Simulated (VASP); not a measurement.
# KCu3C (Pm-3m) in VASP: notebook

The runs below take KCu3C through single point, relaxation of cell and atoms, with PBE.

Everything below comes from runs of VASP 6.6.1. Logs are shortened: lines on timing, memory, paths and dates and some standing lists are left out, and cuts for length are marked.

### 1 The cell of the first run

It takes space group Pm-3m (No. 221, cubic). Conventional cell: a = 4.158 Å, b = 4.158 Å, c = 4.158 Å, α = 90.00°, β = 90.00°, γ = 90.00°. Within 3.9 Å of K (site symmetry m-3m) lie 12 Cu at 2.94 Å and 8 C at 3.60 Å. Cu (site symmetry 4/mmm) has 2 C at 2.08 Å within 2.8 Å. Within 2.8 Å of C (site symmetry m-3m) lie 6 Cu at 2.08 Å.

The cell was generated, and may not be a known phase.

### 2 Single point, PBE

File INCAR:

```
PREC = Accurate ; ENCUT = 520
EDIFF = 1E-7 ; ISMEAR = 0
SIGMA = 0.02 ; LREAL = F
LASPH = T ; NELM = 100
ALGO = Normal ; ISIF = 2
LWAVE = F ; LCHARG = F
GGA = PE ; NBANDS = 31
```

File KPOINTS:

```
regular mesh
0
Gamma
  8 8 8
```

File POSCAR:

```
KCu3C
1.0
    4.1576297262      0.0000000000      0.0000000000
    0.0000000000      4.1576297262      0.0000000000
    0.0000000000      0.0000000000      4.1576297262
K Cu C
1 3 1
Direct
    0.0000000000      0.0000000000      0.0000000000
    0.5000000000      0.0000000000      0.5000000000
    0.0000000000      0.5000000000      0.5000000000
    0.5000000000      0.5000000000      0.0000000000
    0.5000000000      0.5000000000      0.5000000000
```

Potentials or basis: VASP PAW PBE potentials, release 64 (K_sv, Cu, C).

Started as:

```console
cat potpaw_PBE.64/K_sv/POTCAR potpaw_PBE.64/Cu/POTCAR potpaw_PBE.64/C/POTCAR > POTCAR
mpirun -np 1 vasp_std > vasp.out
```

OUTCAR:

```text
PREC = Accurate
   ENCUT = 520
   EDIFF = 1E-7
   ISMEAR = 0
   LREAL = F
   LASPH = T
   NELM = 100
   ISIF = 2
   GGA = PE

 ion  position               nearest neighbor table
   1  0.000  0.000  0.000-   2 2.94   3 2.94   4 2.94   2 2.94   3 2.94   3 2.94   4 2.94   3 2.94
                             2 2.94   4 2.94   2 2.94   4 2.94
   2  0.500  0.000  0.500-   5 2.08   5 2.08   1 2.94   1 2.94   1 2.94   1 2.94
   3  0.000  0.500  0.500-   5 2.08   5 2.08   1 2.94   1 2.94   1 2.94   1 2.94
   4  0.500  0.500  0.000-   5 2.08   5 2.08   1 2.94   1 2.94   1 2.94   1 2.94
   5  0.500  0.500  0.500-   2 2.08   3 2.08   4 2.08   4 2.08   2 2.08   3 2.08

  LATTYP: Found a simple cubic cell.
 ALAT       =     4.1576297262

  Lattice vectors:

 A1 = (   4.1576297262,   0.0000000000,   0.0000000000)
 A2 = (   0.0000000000,   4.1576297262,   0.0000000000)
 A3 = (   0.0000000000,   0.0000000000,   4.1576297262)

Analysis of symmetry for initial positions (statically):
=====================================================================
 Subroutine PRICEL returns:
 Original cell was already a primitive cell.

 Routine SETGRP: Setting up the symmetry group for a
 simple cubic supercell.

 Subroutine GETGRP returns: Found 48 space group operations
 (whereof 48 operations were pure point group operations)
 out of a pool of 48 trial point group operations.

The static configuration has the point symmetry O_h .

Analysis of symmetry for dynamics (positions and initial velocities):
=====================================================================
 Subroutine PRICEL returns:
 Original cell was already a primitive cell.

 Routine SETGRP: Setting up the symmetry group for a
 simple cubic supercell.

 Subroutine GETGRP returns: Found 48 space group operations
 (whereof 48 operations were pure point group operations)
 out of a pool of 48 trial point group operations.

The dynamic configuration has the point symmetry O_h .

 Subroutine INISYM returns: Found 48 space group operations
 (whereof 48 operations are pure point group operations),
 and found     1 'primitive' translations

----------------------------------------------------------------------------------------

[... 96 lines left out ...]
   ENCUT  =  520.0 eV  38.22 Ry    6.18 a.u.   7.73  7.73  7.73*2*pi/ulx,y,z
   NELM   =    100;   NELMIN=  2; NELMDL= -5     # of ELM steps
   EDIFF  = 0.1E-06   stopping-criterion for ELM
   LREAL  =      F    real-space projection
   EDIFFG = 0.1E-05   stopping-criterion for IOM
   NSW    =      0    number of steps for IOM
   IBRION =     -1    ionic relax: 0-MD 1-quasi-New 2-CG
   NFREE  =      0    steps in history (QN), initial steepest desc. (CG)
   ISIF   =      2    stress and relaxation
   ISYM   =      2    0-nonsym 1-usesym 2-fastsym
   POTIM  = 0.5000    time-step for ionic-motion
   TEBEG  =    0.0;   TEEND  =   0.0 temperature during run
   PSTRESS=    0.0 pullay stress
   NELECT =      46.0000    total number of electrons
   NUPDOWN=      -1.0000    fix difference up-down
   EMIN   =  10.00;   EMAX   =-10.00  energy-range for DOS
   EFERMI =   0.00;   METHOD = LEGACY
   ISMEAR =     0;   SIGMA  =   0.02  broadening in eV -4-tet -1-fermi 0-gaus
   EFERMI_NEDOS =   21; number of points for ismear=-14 and -15
   IALGO  =     38    algorithm
   IMIX   =      4    mixing-type and parameters
     AMIX     =   0.40;   BMIX     =  1.00
     AMIX_MAG =   1.60;   BMIX_MAG =  1.00
  volume/ion in A,a.u.               =      14.37        97.00
  Fermi-wavevector in a.u.,A,eV,Ry     =   1.410853  2.666125 27.082464  1.990505
  Thomas-Fermi vector in A             =   2.532764
   LORBIT       =      0    0 simple, 1 ext, 2 COOP (PROOUT), +10 PAW based schemes
   GGA     = PE    functional components
   LHFCALC =     F    Hartree Fock is set to
   AEXX    =    0.0000 exact exchange contribution
   IVDW    =     0    specifies the selected vdW correction
   LEPSILON=     F    determine dielectric tensor
   LRPA    =     F    only Hartree local field effects (RPA)
 non-spin polarized calculation
 Gauss-broadening in eV      SIGMA  =   0.02
  energy-cutoff  :      520.00
  volume of cell :       71.87
 maximum number of plane-waves:      1956
 NGX is ok and might be reduce to    32
   NGX = 15   NGY = 15   NGZ = 15

 number of electron      45.9999996 magnetization

 Free energy of the ion-electron system (eV)
  ---------------------------------------------------
  ext. energy  EPLUGINS =         0.00000000
  ---------------------------------------------------
  free energy    TOTEN  =       -18.63584643 eV

  energy without entropy =      -18.63558196  energy(sigma->0) =      -18.63571419

 E-fermi :   4.9423     XC(G=0): -11.0229

 val. band max:        4.9422574597   @ k =   0.5000   0.3750   0.0000
 cond. band min:       5.0859927172   @ k =   0.5000   0.5000   0.0000
 fundamental gap:      0.1437352575
 Fermi energy:         4.9422574882

 k-point     1 :       0.0000    0.0000    0.0000
  band No.  band energies     occupation
      1     -25.2772      2.00000
      2      -8.8797      2.00000
      3      -8.8797      2.00000
      4      -8.8797      2.00000
      5      -6.6698      2.00000
      6       0.6465      2.00000
[... 805 lines left out ...]
     30      12.8532      0.00000
     31      13.1138      0.00000

 [... further k-points ...]

------------------------ aborting loop because EDIFF is reached ----------------------------------------

  FORCE on cell =-STRESS in cart. coord.  units (eV):
  Direction    XX          YY          ZZ          XY          YZ          ZX
  --------------------------------------------------------------------------------------
  -------------------------------------------------------------------------------------
  Total        0.2005774      0.2005774      0.2005774      0.0000000      0.0000000     -0.0000000
  in kB        4.4715204      4.4715204      4.4715204      0.0000000      0.0000000     -0.0000000
  external PRESSURE =       4.4715204 kB  Pullay stress =       0.0000000 kB

 VOLUME and BASIS-vectors are now :
 -----------------------------------------------------------------------------
  energy-cutoff  :      520.00
  volume of cell :       71.87
      direct lattice vectors                 reciprocal lattice vectors
     4.157629726  0.000000000  0.000000000     0.240521659  0.000000000  0.000000000
     0.000000000  4.157629726  0.000000000     0.000000000  0.240521659  0.000000000
     0.000000000  0.000000000  4.157629726     0.000000000  0.000000000  0.240521659

 POSITION                                       TOTAL-FORCE (eV/Angst)
 -----------------------------------------------------------------------------------
      0.00000      0.00000      0.00000         0.000000      0.000000      0.000000
      2.07881      0.00000      2.07881         0.000000      0.000000      0.000000
      0.00000      2.07881      2.07881         0.000000      0.000000      0.000000
      2.07881      2.07881      0.00000         0.000000      0.000000      0.000000
      2.07881      2.07881      2.07881         0.000000      0.000000      0.000000
 -----------------------------------------------------------------------------------
    total drift:                                0.000000     -0.000000     -0.000000

  FREE ENERGIE OF THE ION-ELECTRON SYSTEM (eV)
  ---------------------------------------------------
  free  energy   TOTEN  =       -18.6358464281 eV

  energy  without entropy=      -18.6355819617  energy(sigma->0) =      -18.63571419
```

Run time: 36 s. Hardware: 1 thread of Intel Xeon 6975P-C (Granite Rapids), shared host; peak memory 0.22 GiB.

What came out:

- Free energy: -18.6358 eV
- Pressure: 0.4 GPa
- Band gap on the k mesh: zero (bands 23 and 24 overlap by 0.07 eV)

### 3 Relaxation of cell and atoms, PBE

File INCAR:

```
SYSTEM = KCu3C
ALGO = Normal ; EDIFF = 1E-6
EDIFFG = -0.01 ; ENCUT = 600
GGA = PE ; IBRION = 2
ISIF = 3 ; ISMEAR = 0
LASPH = .TRUE. ; LCHARG = .FALSE.
LREAL = .FALSE. ; LWAVE = .FALSE.
NELM = 100 ; NSW = 100
PREC = Accurate ; SIGMA = 0.02
```

File KPOINTS:

```
k-points
0
G
  8 8 8
  0 0 0
```

Edit POSCAR of step 2 so:

```diff
@@ -2,5 +2,5 @@
 1.0
-    4.1576297262      0.0000000000      0.0000000000
-    0.0000000000      4.1576297262      0.0000000000
-    0.0000000000      0.0000000000      4.1576297262
+    4.1570778986      0.0000000000      0.0000000000
+    0.0000000000      4.1570778986      0.0000000000
+    0.0000000000      0.0000000000      4.1570778986
 K Cu C
```

Potentials or basis: VASP PAW PBE potentials, release 64 (K_sv, Cu, C).

Started as:

```console
cat potpaw_PBE.64/K_sv/POTCAR potpaw_PBE.64/Cu/POTCAR potpaw_PBE.64/C/POTCAR > POTCAR
mpirun -np 1 vasp_std > vasp.out
```

It took 71 s on 1 thread of Intel Xeon 6975P-C (Granite Rapids), shared host; peak memory 0.26 GiB.

Results (log left out):

```yaml
Free_energy: -18.6370 eV
Relaxed_volume: 14.43 Å³/atom
Relaxed_cell: a = 4.163 Å, b = 4.163 Å, c = 4.163 Å, α = 90.00°, β = 90.00°, γ = 90.00°
Space_group_after_relaxing_to_0.1_Å: Pm-3m (No. 221)
Energy_gained_by_relaxing: 0.1 meV/atom
Ionic_steps: 2
Pressure_after_relaxing: 0.0 GPa
Band_gap_on_the_k_mesh: zero (bands 23 and 24 overlap by 0.06 eV)
```

The path:
```
step  energy change (eV)  largest force (eV/Å)  pressure (GPa)  volume (Å³)
   1              0.0000                0.0000            0.33        71.84
   2             -0.0006                0.0000            0.01        72.15
```

Final structure:
```xyz
5
Lattice="4.1631 0.0000 0.0000 0.0000 4.1631 0.0000 0.0000 0.0000 4.1631" Properties=species:S:1:pos:R:3 pbc="T T T"
K     0.0000    0.0000    0.0000
Cu    2.0815    0.0000    2.0815
Cu    0.0000    2.0815    2.0815
Cu    2.0815    2.0815    0.0000
C     2.0815    2.0815    2.0815
```

Levels at points of the mesh, in eV from the Fermi level:
```
           k point  band 21  band 22  band 23  band 24  band 25  band 26
(0.00, 0.00, 0.00)    -1.92    -1.92    -1.92     1.73     2.09     2.09
(0.50, 0.00, 0.00)    -1.92    -0.78    -0.78     2.21     3.16     3.99
(0.50, 0.50, 0.00)    -1.24    -1.24    -0.25     0.14     1.96     4.07
(0.50, 0.50, 0.50)    -0.64    -0.64    -0.64     1.30     1.30     1.30
```

The gap in the log of VASP goes by the Fermi energy; the results here count the filled bands.